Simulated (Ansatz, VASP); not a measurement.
## SnSe2 in VASP and in Ansatz

```
Sn Se
1.0
     3.84190    0.00000    0.00000
    -1.92095    3.32718    0.00000
     0.00000    0.00000    6.48588
Sn Se
1 2
Cartesian
  0.0000 0.0000 0.0000
  1.9209 1.1091 4.9105
  0.0000 2.2181 1.5754
```

Alike in both runs: task single point; functional r2SCAN; k mesh 6 × 6 × 4; occupations gaussian, width 0.1 eV; no spin polarisation.

|  | VASP | Ansatz |
| --- | --- | --- |
| version | VASP 6.6.1 | Ansatz 0.2.0 |
| potentials or method | VASP PAW PBE potentials, release 64 (Sn_d, Se), cutoff 520 eV | scalar-relativistic, plane waves, PAW |
| valence electrons in the cell | 26 | 46 |

```tsv
	VASP	Ansatz	Ansatz less VASP
gap on the k mesh at the Fermi level (eV)	1.04	1.04	-0.004
least direct gap on the mesh (eV)	1.46	1.46	-0.002
pressure (GPa)	0.0	0.0	-0.05
traceless stress, the component that is largest in VASP (GPa)	-0.08	-0.08	+0.004
rms of the force components (eV/Å)	0.009	0.015	+0.0059
```

VASP's potentials were made for PBE, not for r2SCAN. Atom by atom the forces differ by 0.006 eV/Å (rms over components). VASP's potentials hold 26 valence electrons a cell and Ansatz's 46, so a difference there can come from the potentials and not from the codes.
